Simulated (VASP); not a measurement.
# SnO2 in VASP: notebook

SnO2 is run at these levels: r2SCAN; tasks: single point.

Program: VASP 6.6.1. These are calculated values, not measurements. Logs are shortened: lines on timing, memory, paths and dates and some standing lists are left out, and cuts for length are marked.

**1. The cell of the first run**

The typed cell holds 6 atoms: a = 4.688 Å, b = 4.689 Å, c = 3.201 Å, α = 90.00°, β = 90.00°, γ = 90.00°.

**2. Single point, r2SCAN (strain -0.015 along x and y, +0.000 along z)**

POSCAR reads:

```
SnO2
1.0
    4.6884208404      0.0000000000      0.0000000000
    0.0000000000      4.6886567491      0.0000000000
    0.0000000000      0.0000000000      3.2007107582
Sn O
2 4
Direct
    0.5000000000      0.5000000000      0.5000000000
    0.0000000000      0.0000000000      0.0000000000
    0.3058623571      0.3059582263      0.0000000000
    0.8058623571      0.1940417737      0.5000000000
    0.1941376429      0.8059582263      0.5000000000
    0.6941376429      0.6940417737      0.0000000000
```

INCAR.step1 reads:

```
SYSTEM = SnO2
PREC     = Accurate       ! precision mode
ENCUT    = 520            ! plane-wave cutoff, eV
ISMEAR   = 0              ! smearing method
SIGMA    = 0.05           ! smearing width, eV
LREAL    = .False.        ! projectors in reciprocal space
LASPH    = .True.         ! aspherical terms in the spheres
NELM     = 60             ! most SCF steps
NBANDS   = 35             ! bands
GGA      = PE             ! functional
ALGO     = Normal         ! electronic algorithm
EDIFF    = 1E-4           ! SCF threshold, eV
LWAVE    = .True.         ! write WAVECAR
LCHARG   = .False.        ! write CHGCAR
```

INCAR.step2 reads:

```
SYSTEM = SnO2
PREC     = Accurate       ! precision mode
ENCUT    = 520            ! plane-wave cutoff, eV
EDIFF    = 1E-7           ! SCF threshold, eV
ISMEAR   = 0              ! smearing method
SIGMA    = 0.05           ! smearing width, eV
LREAL    = .False.        ! projectors in reciprocal space
LASPH    = .True.         ! aspherical terms in the spheres
NELM     = 60             ! most SCF steps
ALGO     = Normal         ! electronic algorithm
ISIF     = 2              ! what is computed and relaxed
LWAVE    = .False.        ! write WAVECAR
LCHARG   = .False.        ! write CHGCAR
METAGGA  = R2SCAN         ! meta-GGA
LMIXTAU  = .True.       
NBANDS   = 35             ! bands
ISTART   = 1
```

KPOINTS reads:

```
regular mesh
0
Gamma
  6 6 8
  0 0 0
```

Potentials or basis: VASP PAW PBE potentials, release 64 (Sn_d, O).

Run with:

```console
cat potpaw_PBE.64/Sn_d/POTCAR potpaw_PBE.64/O/POTCAR > POTCAR
cp INCAR.step1 INCAR
mpirun -np 1 vasp_std > vasp.out
cp INCAR.step2 INCAR
mpirun -np 1 vasp_std > vasp.out
```

OUTCAR:

```text
SYSTEM = SnO2
   PREC = Accurate
   ENCUT = 520
   EDIFF = 1E-7
   ISMEAR = 0
   LREAL = .False.
   LASPH = .True.
   NELM = 60
   ISIF = 2
   METAGGA = R2SCAN
   ISTART = 1

 ion  position               nearest neighbor table
   1  0.500  0.500  0.500-   4 2.03   5 2.03   3 2.05   6 2.05   3 2.05   6 2.05   2 3.68   2 3.68
                             2 3.68   2 3.68   2 3.68   2 3.68   2 3.68   2 3.68
   2  0.000  0.000  0.000-   3 2.03   6 2.03   5 2.05   4 2.05   4 2.05   5 2.05   1 3.68   1 3.68
                             1 3.68   1 3.68   1 3.68   1 3.68   1 3.68   1 3.68
   3  0.306  0.306  0.000-   2 2.03   1 2.05   1 2.05
   4  0.806  0.194  0.500-   1 2.03   2 2.05   2 2.05
   5  0.194  0.806  0.500-   1 2.03   2 2.05   2 2.05
   6  0.694  0.694  0.000-   2 2.03   1 2.05   1 2.05

  LATTYP: Found a simple orthorhombic cell.
 ALAT       =     3.2007107582
 B/A-ratio  =     1.4648061617
 C/A-ratio  =     1.4648798668

  Lattice vectors:

 A1 = (   0.0000000000,   0.0000000000,   3.2007107582)
 A2 = (   4.6884208404,   0.0000000000,   0.0000000000)
 A3 = (   0.0000000000,   4.6886567491,   0.0000000000)

Analysis of symmetry for initial positions (statically):
=====================================================================
 Subroutine PRICEL returns:
 Original cell was already a primitive cell.

 Routine SETGRP: Setting up the symmetry group for a
 simple orthorhombic supercell.

 Subroutine GETGRP returns: Found  8 space group operations
 (whereof  4 operations were pure point group operations)
 out of a pool of  8 trial point group operations.

The static configuration has the point symmetry C_2h.
 The point group associated with its full space group is D_2h.

Analysis of symmetry for dynamics (positions and initial velocities):
=====================================================================
 Subroutine PRICEL returns:
 Original cell was already a primitive cell.

 Routine SETGRP: Setting up the symmetry group for a
 simple orthorhombic supercell.

 Subroutine GETGRP returns: Found  8 space group operations
 (whereof  4 operations were pure point group operations)
 out of a pool of  8 trial point group operations.

The dynamic configuration has the point symmetry C_2h.
 The point group associated with its full space group is D_2h.

 Subroutine INISYM returns: Found  8 space group operations
 (whereof  4 operations are pure point group operations),
 and found     1 'primitive' translations

----------------------------------------------------------------------------------------

                                     Primitive cell

  volume of cell :      70.3593

  direct lattice vectors                    reciprocal lattice vectors
     4.688420840  0.000000000  0.000000000     0.213291433  0.000000000  0.000000000
     0.000000000  4.688656749  0.000000000     0.000000000  0.213280701  0.000000000
     0.000000000  0.000000000  3.200710758     0.000000000  0.000000000  0.312430605

  length of vectors
     4.688420840  4.688656749  3.200710758     0.213291433  0.213280701  0.312430605

  position of ions in fractional coordinates (direct lattice)
     0.500000000  0.500000000  0.500000000
     0.000000000  0.000000000  0.000000000
     0.305862357  0.305958226  0.000000000
     0.805862357  0.194041774  0.500000000
     0.194137643  0.805958226  0.500000000
     0.694137643  0.694041774  0.000000000

  ion indices of the primitive-cell ions
   primitive index   ion index
                 1           1
                 2           2
                 3           3
                 4           4
                 5           5
                 6           6

----------------------------------------------------------------------------------------

 KPOINTS: regular mesh

Automatic generation of k-mesh.
 Grid dimensions read from file:
 generate k-points for:    6    6    8

 Generating k-lattice:

  Cartesian coordinates                     Fractional coordinates (reciprocal lattice)
     0.035548572  0.000000000  0.000000000     0.166666667  0.000000000  0.000000000
     0.000000000  0.035546784  0.000000000     0.000000000  0.166666667  0.000000000
     0.000000000  0.000000000  0.039053826     0.000000000  0.000000000  0.125000000

  Length of vectors
     0.035548572  0.035546784  0.039053826

  Shift w.r.t. Gamma in fractional coordinates (k-lattice)
     0.000000000  0.000000000  0.000000000

 Subroutine IBZKPT returns following result:
 ===========================================

 Found     80 irreducible k-points:

 Following reciprocal coordinates:
            Coordinates               Weight
  0.000000  0.000000  0.000000      1.000000
  0.166667  0.000000  0.000000      2.000000
  0.333333  0.000000  0.000000      2.000000
  0.500000  0.000000  0.000000      1.000000
  0.000000  0.166667  0.000000      2.000000
  0.166667  0.166667  0.000000      4.000000
[... 16 lines left out ...]
  0.333333  0.166667  0.125000      8.000000
  0.500000  0.166667  0.125000      4.000000
 [... further k-points ...]
   k-points           NKPTS =     80   k-points in BZ     NKDIM =     80   number of bands    NBANDS=     35
   number of dos      NEDOS =    301   number of ions     NIONS =      6
   total plane-waves  NPLWV =  31104
   dimension x,y,z NGX =    36 NGY =   36 NGZ =   24
   dimension x,y,z NGXF=    72 NGYF=   72 NGZF=   48
   ions per type =               2   4
   NGX,Y,Z   is equivalent  to a cutoff of  12.77, 12.76, 12.47 a.u.
   NGXF,Y,Z  is equivalent  to a cutoff of  25.53, 25.53, 24.93 a.u.
 SYSTEM =  SnO2
   PREC   = accura    normal or accurate (medium, high low for compatibility)
   ISTART =      1    job   : 0-new  1-cont  2-samecut
   ICHARG =      0    charge: 1-file 2-atom 10-const
   ISPIN  =      1    spin polarized calculation?
   LNONCOLLINEAR =      F non collinear calculations
   LSORBIT =      F    spin-orbit coupling
   LASPH  =      T    aspherical Exc in radial PAW
   ENCUT  =  520.0 eV  38.22 Ry    6.18 a.u.   8.72  8.72  5.95*2*pi/ulx,y,z
   NELM   =     60;   NELMIN=  2; NELMDL=  0     # of ELM steps
   EDIFF  = 0.1E-06   stopping-criterion for ELM
   LREAL  =      F    real-space projection
   EDIFFG = 0.1E-05   stopping-criterion for IOM
   NSW    =      0    number of steps for IOM
   IBRION =     -1    ionic relax: 0-MD 1-quasi-New 2-CG
   NFREE  =      0    steps in history (QN), initial steepest desc. (CG)
   ISIF   =      2    stress and relaxation
   ISYM   =      2    0-nonsym 1-usesym 2-fastsym
   POTIM  = 0.5000    time-step for ionic-motion
   TEBEG  =    0.0;   TEEND  =   0.0 temperature during run
   PSTRESS=    0.0 pullay stress
   NELECT =      52.0000    total number of electrons
   NUPDOWN=      -1.0000    fix difference up-down
   EMIN   =  10.00;   EMAX   =-10.00  energy-range for DOS
   EFERMI =   0.00;   METHOD = LEGACY
   ISMEAR =     0;   SIGMA  =   0.05  broadening in eV -4-tet -1-fermi 0-gaus
   EFERMI_NEDOS =   21; number of points for ismear=-14 and -15
   IALGO  =     38    algorithm
   IMIX   =      4    mixing-type and parameters
     AMIX     =   0.40;   BMIX     =  1.00
     AMIX_MAG =   1.60;   BMIX_MAG =  1.00
  volume/ion in A,a.u.               =      11.73        79.13
  Fermi-wavevector in a.u.,A,eV,Ry     =   1.480138  2.797055 29.807748  2.190808
  Thomas-Fermi vector in A             =   2.594209
   LORBIT       =      0    0 simple, 1 ext, 2 COOP (PROOUT), +10 PAW based schemes
   METAGGA = R2SCAN    functional components
   LHFCALC =     F    Hartree Fock is set to
   AEXX    =    0.0000 exact exchange contribution
   IVDW    =     0    specifies the selected vdW correction
   LEPSILON=     F    determine dielectric tensor
   LRPA    =     F    only Hartree local field effects (RPA)
 non-spin polarized calculation
 Gauss-broadening in eV      SIGMA  =   0.05
  energy-cutoff  :      520.00
  volume of cell :       70.36
 maximum number of plane-waves:      1928
 NGX is ok and might be reduce to    36
   NGX = 17   NGY = 17   NGZ = 11

 number of electron      51.9999988 magnetization

 Free energy of the ion-electron system (eV)
  ---------------------------------------------------
  ext. energy  EPLUGINS =         0.00000000
  ---------------------------------------------------
  free energy    TOTEN  =       -84.56596948 eV

  energy without entropy =      -84.56596948  energy(sigma->0) =      -84.56596948

 E-fermi :   6.1279     XC(G=0): -12.1493

 val. band max:        5.9146562261   @ k =   0.0000   0.0000   0.0000
 cond. band min:       8.0361849713   @ k =   0.0000   0.0000   0.0000
 fundamental gap:      2.1215287451
 Fermi energy:         6.1278757160

 k-point     1 :       0.0000    0.0000    0.0000
  band No.  band energies     occupation
      1     -15.8718      2.00000
      2     -14.8704      2.00000
      3     -14.5311      2.00000
      4     -14.5282      2.00000
      5     -14.5282      2.00000
      6     -14.5026      2.00000
[... 27 lines left out ...]
     34      19.5158      0.00000
     35      19.6208      0.00000

 k-point     2 :       0.1667    0.0000    0.0000
  band No.  band energies     occupation
      1     -15.8205      2.00000
      2     -14.9221      2.00000
      3     -14.5809      2.00000
      4     -14.5263      2.00000
      5     -14.5262      2.00000
      6     -14.5065      2.00000
[... 27 lines left out ...]
     34      19.4510      0.00000
     35      19.5737      0.00000

 k-point     3 :       0.3333    0.0000    0.0000
  band No.  band energies     occupation
      1     -15.6696      2.00000
      2     -15.1453      2.00000
      3     -14.5850      2.00000
      4     -14.5223      2.00000
      5     -14.5220      2.00000
      6     -14.5202      2.00000
[... 27 lines left out ...]
     34      19.3121      0.00000
     35      19.4945      0.00000
[... 723 lines left out ...]
 k-point    23 :       0.3333    0.1667    0.1250
  band No.  band energies     occupation
      1     -15.6047      2.00000
      2     -15.2055      2.00000
      3     -14.7371      2.00000
      4     -14.7346      2.00000
      5     -14.4639      2.00000
      6     -14.4411      2.00000
[... 27 lines left out ...]
     34      19.2474      0.00000
     35      19.3920      0.00000

 k-point    24 :       0.5000    0.1667    0.1250
  band No.  band energies     occupation
      1     -15.4289      2.00000
      2     -15.4289      2.00000
      3     -14.7365      2.00000
      4     -14.7365      2.00000
      5     -14.4494      2.00000
      6     -14.4494      2.00000
[... 27 lines left out ...]
     34      19.2614      0.00000
     35      19.7104      0.00000

 [... further k-points ...]

------------------------ aborting loop because EDIFF is reached ----------------------------------------

  FORCE on cell =-STRESS in cart. coord.  units (eV):
  Direction    XX          YY          ZZ          XY          YZ          ZX
  --------------------------------------------------------------------------------------
  -------------------------------------------------------------------------------------
  Total        3.5603160      3.5603381      2.9231035     -0.0000000      0.0000000      0.0000000
  in kB       81.0732657     81.0737696     66.5630651     -0.0000000      0.0000000      0.0000000
  external PRESSURE =      76.2367002 kB  Pullay stress =       0.0000000 kB

 VOLUME and BASIS-vectors are now :
 -----------------------------------------------------------------------------
  energy-cutoff  :      520.00
  volume of cell :       70.36
      direct lattice vectors                 reciprocal lattice vectors
     4.688420840  0.000000000  0.000000000     0.213291433  0.000000000  0.000000000
     0.000000000  4.688656749  0.000000000     0.000000000  0.213280701  0.000000000
     0.000000000  0.000000000  3.200710758     0.000000000  0.000000000  0.312430605

 POSITION                                       TOTAL-FORCE (eV/Angst)
 -----------------------------------------------------------------------------------
      2.34421      2.34433      1.60036        -0.000000      0.000000      0.000000
      0.00000      0.00000      0.00000        -0.000000      0.000000      0.000000
      1.43401      1.43453      0.00000        -0.041668     -0.041803      0.000000
      3.77822      0.90980      1.60036        -0.041668      0.041803      0.000000
      0.91020      3.77886      1.60036         0.041668     -0.041803     -0.000000
      3.25441      3.25412      0.00000         0.041668      0.041803     -0.000000
 -----------------------------------------------------------------------------------
    total drift:                                0.000000      0.000000      0.000000

  FREE ENERGIE OF THE ION-ELECTRON SYSTEM (eV)
  ---------------------------------------------------
  free  energy   TOTEN  =       -84.5659694846 eV

  energy  without entropy=      -84.5659694846  energy(sigma->0) =      -84.56596948
```

Wall time 14 min (1 thread of Oxide Virtual Turin-like, shared host); peak memory 0.25 GiB.

Results:

```yaml
Free_energy: -84.5660 eV
Pressure: 7.6 GPa
Largest_force: 0.059 eV/Å
Band_gap_on_the_k_mesh: 2.12 eV, direct
```

Forces on the atoms (eV/Å):
```
Sn   0.000  0.000  0.000
Sn   0.000  0.000  0.000
O   -0.042 -0.042  0.000
O   -0.042  0.042  0.000
O    0.042 -0.042  0.000
O    0.042  0.042  0.000
```

Stress tensor (GPa, compression positive):
```
8.11 0.00 0.00
0.00 8.11 0.00
0.00 0.00 6.66
```

Caveat: the cell differs from its parent crystal (strain -0.015 along x and y, +0.000 along z); the PAW data sets were made with another functional, which shifts forces and pressure a little; spin-orbit coupling is left out, which moves the levels of the heavy elements.

(Part 1 of 2 ends here.)
